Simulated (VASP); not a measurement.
# B8N7 (a cell with a defect) in VASP: a series of runs

The runs below take B8N7 (a cell with a defect) through single point, with PBE.

Program: VASP 6.6.1. These are calculated values, not measurements. Logs are shortened: lines on timing, memory, paths and dates and some standing lists are left out, and cuts for length are marked.

## (1) The cell of the first run

The cell holds a defect, 15 atoms: a = 5.098 Å, b = 5.105 Å, c = 5.105 Å, α = 75.56°, β = 60.04°, γ = 60.04°.

## (2) Single point, PBE (atom 14 moved 0.125 of the way to it and -0.375 Å across, host rigid)

INCAR reads:

```
SYSTEM = B8N7
  ALGO = Normal
  EDIFF = 1E-6
  ENCUT = 520
  GGA = PE
  ISIF = 2
  ISMEAR = 0
  LASPH = .TRUE.
  LCHARG = .FALSE.
  LREAL = Auto
  LWAVE = .FALSE.
  NBANDS = 42
  NELECT = 56.0
  NELM = 100
  PREC = Accurate
  SIGMA = 0.05
```

KPOINTS reads:

```
k-points
0
G
  6 6 6
  0 0 0
```

POSCAR reads:

```
B8N7
1.0
    0.0000000000      0.0000000000     -5.0982823342
    4.4227374162      0.0000000000     -2.5491411671
    0.0000000000     -4.4227374162     -2.5491411671
B N
8 7
Direct
    0.5757144903      0.1742855097      0.1742855097
    0.0757144903      0.1742855097      0.1742855097
    0.5000000000      0.3257144903      0.6742855097
    0.0000000000      0.3257144903      0.6742855097
    0.5000000000      0.6742855097      0.3257144903
    0.0000000000      0.6742855097      0.3257144903
    0.9242855097      0.8257144903      0.8257144903
    0.4242855097      0.8257144903      0.8257144903
    0.7500000000      0.8126165678      0.1873834322
    0.6873834322      0.3126165678      0.3126165678
    0.1873834322      0.3126165678      0.3126165678
    0.3126165678      0.6873834322      0.6873834322
    0.8126165678      0.6873834322      0.6873834322
    0.1900450404      0.2004925337      0.9194173854
    0.7500000000      0.1873834322      0.8126165678
```

Potentials or basis: VASP PAW PBE potentials, release 64 (B, N).

The run is started by

```sh
$ cat potpaw_PBE.64/B/POTCAR potpaw_PBE.64/N/POTCAR > POTCAR
$ mpirun -np 1 vasp_std > vasp.out
```

OUTCAR:

```text
SYSTEM = B8N7
   EDIFF = 1E-6
   ENCUT = 520
   GGA = PE
   ISIF = 2
   ISMEAR = 0
   LASPH = .TRUE.
   LREAL = Auto
   NELECT = 56.0
   NELM = 100
   PREC = Accurate

 ion  position               nearest neighbor table
   1  0.576  0.174  0.174-  10 1.54  11 1.54   9 1.60  15 1.60
   2  0.076  0.174  0.174-  14 1.13  11 1.54  10 1.54
   3  0.500  0.326  0.674-  15 1.54  12 1.60  10 1.60  14 1.76
   4  0.000  0.326  0.674-  15 1.54  13 1.60  11 1.60  14 1.76
   5  0.500  0.674  0.326-   9 1.54  10 1.60  12 1.60
   6  0.000  0.674  0.326-   9 1.54  11 1.60  13 1.60
   7  0.924  0.826  0.826-  12 1.54  13 1.54   9 1.60  15 1.60
   8  0.424  0.826  0.826-  12 1.54  13 1.54  14 1.71
   9  0.750  0.813  0.187-   5 1.54   6 1.54   1 1.60   7 1.60
  10  0.687  0.313  0.313-   1 1.54   2 1.54   3 1.60   5 1.60
  11  0.187  0.313  0.313-   1 1.54   2 1.54   4 1.60   6 1.60
  12  0.313  0.687  0.687-   7 1.54   8 1.54   3 1.60   5 1.60
  13  0.813  0.687  0.687-   7 1.54   8 1.54   4 1.60   6 1.60
  14  0.190  0.200  0.919-   2 1.13   8 1.71   4 1.76   3 1.76
  15  0.750  0.187  0.813-   3 1.54   4 1.54   1 1.60   7 1.60

  LATTYP: Found a body centered tetragonal cell.
 ALAT       =     6.2546952368
 C/A-ratio  =     0.8151128298

  Lattice vectors:

 A1 = (   4.4227374162,   0.0000000000,   2.5491411671)
 A2 = (  -4.4227374162,   0.0000000000,   2.5491411671)
 A3 = (   0.0000000000,  -4.4227374162,  -2.5491411671)

Analysis of symmetry for initial positions (statically):
=====================================================================
 Subroutine PRICEL returns:
 Original cell was already a primitive cell.

 Routine SETGRP: Setting up the symmetry group for a
 body centered tetragonal supercell.

 Subroutine GETGRP returns: Found  2 space group operations
 (whereof  1 operations were pure point group operations)
 out of a pool of 16 trial point group operations.

The static configuration has the point symmetry C_1 .
 The point group associated with its full space group is C_1h.

Analysis of symmetry for dynamics (positions and initial velocities):
=====================================================================
 Subroutine PRICEL returns:
 Original cell was already a primitive cell.

 Routine SETGRP: Setting up the symmetry group for a
 body centered tetragonal supercell.

 Subroutine GETGRP returns: Found  2 space group operations
 (whereof  1 operations were pure point group operations)
 out of a pool of 16 trial point group operations.

The dynamic configuration has the point symmetry C_1 .
 The point group associated with its full space group is C_1h.

 Subroutine INISYM returns: Found  2 space group operations
 (whereof  1 operations are pure point group operations),
 and found     1 'primitive' translations

----------------------------------------------------------------------------------------

                                     Primitive cell

  volume of cell :      99.7255

  direct lattice vectors                    reciprocal lattice vectors
     0.000000000  0.000000000 -5.098282334    -0.113052156  0.113052156 -0.196144492
     4.422737416  0.000000000 -2.549141167     0.226104312  0.000000000  0.000000000
     0.000000000 -4.422737416 -2.549141167     0.000000000 -0.226104312  0.000000000

  length of vectors
     5.098282334  5.104774916  5.104774916     0.253049880  0.226104312  0.226104312

  position of ions in fractional coordinates (direct lattice)
     0.575714490  0.174285510  0.174285510
     0.075714490  0.174285510  0.174285510
     0.500000000  0.325714490  0.674285510
     0.000000000  0.325714490  0.674285510
     0.500000000  0.674285510  0.325714490
     0.000000000  0.674285510  0.325714490
     0.924285510  0.825714490  0.825714490
     0.424285510  0.825714490  0.825714490
     0.750000000  0.812616568  0.187383432
     0.687383432  0.312616568  0.312616568
     0.187383432  0.312616568  0.312616568
     0.312616568  0.687383432  0.687383432
     0.812616568  0.687383432  0.687383432
     0.190045040  0.200492534  0.919417385
     0.750000000  0.187383432  0.812616568

  ion indices of the primitive-cell ions
   primitive index   ion index
                 1           1
                 2           2
                 3           3
                 4           4
                 5           5
                 6           6
                 7           7
                 8           8
                 9           9
                10          10
                11          11
                12          12
                13          13
                14          14
                15          15

----------------------------------------------------------------------------------------

 KPOINTS: k-points

Automatic generation of k-mesh.
 Grid dimensions read from file:
 generate k-points for:    6    6    6

 Generating k-lattice:

  Cartesian coordinates                     Fractional coordinates (reciprocal lattice)
    -0.018842026  0.018842026 -0.032690749     0.166666667 -0.000000000 -0.000000000
     0.037684052  0.000000000  0.000000000     0.000000000  0.166666667  0.000000000
     0.000000000 -0.037684052  0.000000000     0.000000000  0.000000000  0.166666667

  Length of vectors
     0.042174980  0.037684052  0.037684052

  Shift w.r.t. Gamma in fractional coordinates (k-lattice)
     0.000000000  0.000000000  0.000000000

 Subroutine IBZKPT returns following result:
 ===========================================

 Found     68 irreducible k-points:

 Following reciprocal coordinates:
            Coordinates               Weight
  0.000000  0.000000  0.000000      1.000000
  0.166667 -0.000000 -0.000000      4.000000
  0.166667  0.166667 -0.000000      4.000000
  0.333333  0.000000  0.000000      4.000000
  0.333333  0.333333  0.000000      4.000000
  0.500000  0.000000  0.000000      2.000000
[... 16 lines left out ...]
  0.166667  0.166667  0.333333      4.000000
  0.000000  0.333333  0.000000      2.000000
 [... further k-points ...]
   k-points           NKPTS =     68   k-points in BZ     NKDIM =     68   number of bands    NBANDS=     42
   number of dos      NEDOS =    301   number of ions     NIONS =     15
   total plane-waves  NPLWV =  64000
   dimension x,y,z NGX =    40 NGY =   40 NGZ =   40
   dimension x,y,z NGXF=    80 NGYF=   80 NGZF=   80
   ions per type =               8   7
   NGX,Y,Z   is equivalent  to a cutoff of  13.04, 13.03, 13.03 a.u.
   NGXF,Y,Z  is equivalent  to a cutoff of  26.09, 26.05, 26.05 a.u.
 SYSTEM =  B8N7
   PREC   = accura    normal or accurate (medium, high low for compatibility)
   ISTART =      0    job   : 0-new  1-cont  2-samecut
   ICHARG =      2    charge: 1-file 2-atom 10-const
   ISPIN  =      1    spin polarized calculation?
   LNONCOLLINEAR =      F non collinear calculations
   LSORBIT =      F    spin-orbit coupling
   LASPH  =      T    aspherical Exc in radial PAW
   ENCUT  =  520.0 eV  38.22 Ry    6.18 a.u.   9.48  9.49  9.49*2*pi/ulx,y,z
   NELM   =    100;   NELMIN=  2; NELMDL= -5     # of ELM steps
   EDIFF  = 0.1E-05   stopping-criterion for ELM
   LREAL  =      T    real-space projection
   EDIFFG = 0.1E-04   stopping-criterion for IOM
   NSW    =      0    number of steps for IOM
   IBRION =     -1    ionic relax: 0-MD 1-quasi-New 2-CG
   NFREE  =      0    steps in history (QN), initial steepest desc. (CG)
   ISIF   =      2    stress and relaxation
   ISYM   =      2    0-nonsym 1-usesym 2-fastsym
   POTIM  = 0.5000    time-step for ionic-motion
   TEBEG  =    0.0;   TEEND  =   0.0 temperature during run
   PSTRESS=    0.0 pullay stress
   NELECT =      56.0000    total number of electrons
   NUPDOWN=      -1.0000    fix difference up-down
   EMIN   =  10.00;   EMAX   =-10.00  energy-range for DOS
   EFERMI =   0.00;   METHOD = LEGACY
   ISMEAR =     0;   SIGMA  =   0.05  broadening in eV -4-tet -1-fermi 0-gaus
   EFERMI_NEDOS =   21; number of points for ismear=-14 and -15
   IALGO  =     38    algorithm
   IMIX   =      4    mixing-type and parameters
     AMIX     =   0.40;   BMIX     =  1.00
     AMIX_MAG =   1.60;   BMIX_MAG =  1.00
  volume/ion in A,a.u.               =       6.65        44.87
  Fermi-wavevector in a.u.,A,eV,Ry     =   1.350627  2.552315 24.819658  1.824193
  Thomas-Fermi vector in A             =   2.478116
   LORBIT       =      0    0 simple, 1 ext, 2 COOP (PROOUT), +10 PAW based schemes
   GGA     = PE    functional components
   LHFCALC =     F    Hartree Fock is set to
   AEXX    =    0.0000 exact exchange contribution
   IVDW    =     0    specifies the selected vdW correction
   LEPSILON=     F    determine dielectric tensor
   LRPA    =     F    only Hartree local field effects (RPA)
 non-spin polarized calculation
 Gauss-broadening in eV      SIGMA  =   0.05
  energy-cutoff  :      520.00
  volume of cell :       99.73
 maximum number of plane-waves:      2710
 NGX is ok and might be reduce to    40
   NGX = 19   NGY = 19   NGZ = 19

 number of electron      56.0000002 magnetization

 Free energy of the ion-electron system (eV)
  ---------------------------------------------------
  ext. energy  EPLUGINS =         0.00000000
  ---------------------------------------------------
  free energy    TOTEN  =      -138.24978152 eV

  energy without entropy =     -138.24560102  energy(sigma->0) =     -138.24769127

 E-fermi :   5.3296     XC(G=0): -11.8286

 val. band max:        5.3081355798   @ k =   0.0000  -0.1667   0.3333
 cond. band min:       5.3337941360   @ k =   0.1667  -0.0000  -0.0000
 fundamental gap:      0.0256585562
 Fermi energy:         5.3295946115

 k-point     1 :       0.0000    0.0000    0.0000
  band No.  band energies     occupation
      1     -13.4826      2.00000
      2     -10.8876      2.00000
      3      -9.9527      2.00000
      4      -9.7095      2.00000
      5      -9.3607      2.00000
      6      -8.8478      2.00000
[... 32 lines left out ...]
     39      14.6539      0.00000
     40      14.9625      0.00000

 k-point     2 :       0.1667   -0.0000   -0.0000
  band No.  band energies     occupation
      1     -13.3197      2.00000
      2     -11.0343      2.00000
      3     -10.1406      2.00000
      4      -9.9315      2.00000
      5      -9.1317      2.00000
      6      -8.9177      2.00000
[... 32 lines left out ...]
     39      14.8159      0.00000
     40      15.1126      0.00000

 k-point     3 :       0.1667    0.1667   -0.0000
  band No.  band energies     occupation
      1     -13.3288      2.00000
      2     -10.9696      2.00000
      3     -10.1781      2.00000
      4      -9.7101      2.00000
      5      -9.5960      2.00000
      6      -8.7710      2.00000
[... 853 lines left out ...]
  band No.  band energies     occupation
      1     -13.0662      2.00000
      2     -11.3780      2.00000
      3     -10.3601      2.00000
      4     -10.1662      2.00000
      5      -9.0813      2.00000
      6      -8.7334      2.00000
[... 32 lines left out ...]
     39      15.0042      0.00000
     40      15.1582      0.00000

 k-point    24 :       0.0000    0.3333    0.0000
  band No.  band energies     occupation
      1     -13.0448      2.00000
      2     -11.5446      2.00000
      3     -10.2158      2.00000
      4     -10.0433      2.00000
      5      -9.1994      2.00000
      6      -8.6452      2.00000
[... 32 lines left out ...]
     39      14.9929      0.00000
     40      15.4254      0.00000

 [... further k-points ...]

 [bands above 40 left out]

------------------------ aborting loop because EDIFF is reached ----------------------------------------

  FORCE on cell =-STRESS in cart. coord.  units (eV):
  Direction    XX          YY          ZZ          XY          YZ          ZX
  --------------------------------------------------------------------------------------
  -------------------------------------------------------------------------------------
  Total      -37.6663190     -9.4128631    -35.7231044     -0.6316145      0.0000000      0.0000000
  in kB     -605.1423798   -151.2258842   -573.9229367    -10.1474396      0.0000000      0.0000000
  external PRESSURE =    -443.4304002 kB  Pullay stress =       0.0000000 kB

 VOLUME and BASIS-vectors are now :
 -----------------------------------------------------------------------------
  energy-cutoff  :      520.00
  volume of cell :       99.73
      direct lattice vectors                 reciprocal lattice vectors
     0.000000000  0.000000000 -5.098282334    -0.113052156  0.113052156 -0.196144492
     4.422737416  0.000000000 -2.549141167     0.226104312  0.000000000  0.000000000
     0.000000000 -4.422737416 -2.549141167     0.000000000 -0.226104312  0.000000000

 POSITION                                       TOTAL-FORCE (eV/Angst)
 -----------------------------------------------------------------------------------
      0.77082     -0.77082     -3.82371        -0.741494     -0.043423     -0.000000
      0.77082     -0.77082     -1.27457         1.868255    -22.439865     -0.000000
      1.44055     -2.98219     -5.09828         0.120798     -0.923520     -1.048461
      1.44055     -2.98219     -2.54914         0.120798     -0.923520      1.048461
      2.98219     -1.44055     -5.09828        -1.915776     -1.434691     -3.850256
      2.98219     -1.44055     -2.54914        -1.915776     -1.434691      3.850256
      3.65192     -3.65192     -8.92199         0.291169     -0.614387     -0.000000
      3.65192     -3.65192     -6.37285        -0.092857      2.862635     -0.000000
      3.59399     -0.82875     -6.37285         0.547871      0.512382     -0.000000
      1.38262     -1.38262     -5.09828         0.022456     -2.115618      2.119939
      1.38262     -1.38262     -2.54914         0.022456     -2.115618     -2.119939
      3.04012     -3.04012     -5.09828         1.089502     -0.698198      0.133298
      3.04012     -3.04012     -7.64742         1.089502     -0.698198     -0.133298
      0.88673     -4.06634     -3.82371        -0.579377     29.507401     -0.000000
      0.82875     -3.59399     -6.37285         0.072474      0.559310     -0.000000
 -----------------------------------------------------------------------------------
    total drift:                                0.000205     -0.000732     -0.000001

  FREE ENERGIE OF THE ION-ELECTRON SYSTEM (eV)
  ---------------------------------------------------
  free  energy   TOTEN  =      -138.2497815156 eV

  energy  without entropy=     -138.2456010213  energy(sigma->0) =     -138.24769127
```

Wall time 10 min (1 thread of Intel Xeon Platinum 8375C at 2.90GHz (Ice Lake), shared host); peak memory 0.33 GiB.

What came out:

| Property | Result |
| --- | --- |
| Free energy | -138.2498 eV |
| Largest force | 29.513 eV/Å |

Forces in eV/Å, atoms in the order of the input:
```
B    -0.741  -0.043   0.000
B     1.868 -22.440   0.000
B     0.121  -0.924  -1.048
B     0.121  -0.924   1.048
B    -1.916  -1.435  -3.850
B    -1.916  -1.435   3.850
B     0.291  -0.614   0.000
B    -0.093   2.863   0.000
N     0.548   0.512   0.000
N     0.022  -2.116   2.120
N     0.022  -2.116  -2.120
N     1.090  -0.698   0.133
N     1.090  -0.698  -0.133
N    -0.579  29.507   0.000
N     0.072   0.559   0.000
```

Caveat: the cell carries a net charge on a neutralising background, which shifts energy and pressure; the cell differs from its parent crystal (atom 14 moved 0.125 of the way to it and -0.375 Å across, host rigid); the cell is charged against a uniform background, so pressure and absolute levels hang on convention.

## (3) Single point, PBE (atom 14 moved -0.125 of the way to it and -0.375 Å across, host rigid)

INCAR: that of step 2 with these lines changed.

```diff
@@ -7,6 +7,8 @@
   ISMEAR = 0
-  LASPH = .TRUE.
-  LCHARG = .FALSE.
+  LASPH = .True.
+  LCHARG = .True.
+  LELF = .True.
   LREAL = Auto
-  LWAVE = .FALSE.
+  LVHAR = .True.
+  LWAVE = .False.
   NBANDS = 42
```

KPOINTS reads:

```
k-points
0
Gamma
  6 6 6
  0 0 0
```

POSCAR: that of step 2 with these lines changed.

```diff
@@ -21,3 +21,3 @@
     0.8126165678      0.6873834322      0.6873834322
-    0.1900450404      0.2004925337      0.9194173854
+    0.1900450404      0.2941842498      0.8257256694
     0.7500000000      0.1873834322      0.8126165678
```

Potentials or basis: VASP PAW PBE potentials, release 64 (B, N).

The run is started by

```sh
$ cat potpaw_PBE.64/B/POTCAR potpaw_PBE.64/N/POTCAR > POTCAR
$ mpirun -np 1 vasp_std > vasp.out
```

It took 10 min on 1 thread of Intel Xeon Platinum 8375C at 2.90GHz (Ice Lake), shared host; peak memory 0.33 GiB.

Results (log left out):

| Item | Value |
| --- | --- |
| Free energy | -140.5775 eV |
| Largest force | 6.891 eV/Å |

Forces on the atoms (eV/Å):
```
B   -0.377 -0.652  0.000
B    4.090  1.441  0.000
B    0.295  0.407 -1.977
B    0.295  0.407  1.977
B   -1.475 -1.093 -3.498
B   -1.475 -1.093  3.498
B    0.421 -0.531  0.000
B   -1.185  2.131  0.000
N    0.287  0.106  0.000
N   -0.573  0.533  0.673
N   -0.573  0.533 -0.673
N    3.249 -0.272 -0.696
N    3.249 -0.272  0.696
N   -6.434 -2.466  0.000
N    0.207  0.819  0.000
```

Levels at points of the mesh, in eV from the Fermi level:
```csv
k point,band 26,band 27,band 28,band 29,band 30,band 31
"(0.00, 0.00, 0.00)",-0.35,-0.09,0.03,1.06,4.07,6.47
"(0.50, 0.00, 0.00)",-0.87,-0.37,-0.32,0.39,3.53,4.21
"(0.50, 0.50, 0.00)",-0.92,-0.63,-0.02,0.64,3.26,4.41
"(0.00, 0.50, 0.00)",-0.69,-0.51,-0.48,0.28,3.30,5.40
"(0.00, 0.00, 0.50)",-0.85,-0.75,-0.47,0.88,3.06,5.01
"(0.00, 0.50, 0.50)",-1.68,-1.53,-1.34,-0.01,3.08,4.37
```

Caveat: the cell carries a net charge on a neutralising background, which shifts energy and pressure; the cell differs from its parent crystal (atom 14 moved -0.125 of the way to it and -0.375 Å across, host rigid); the cell is charged against a uniform background, so pressure and absolute levels hang on convention.
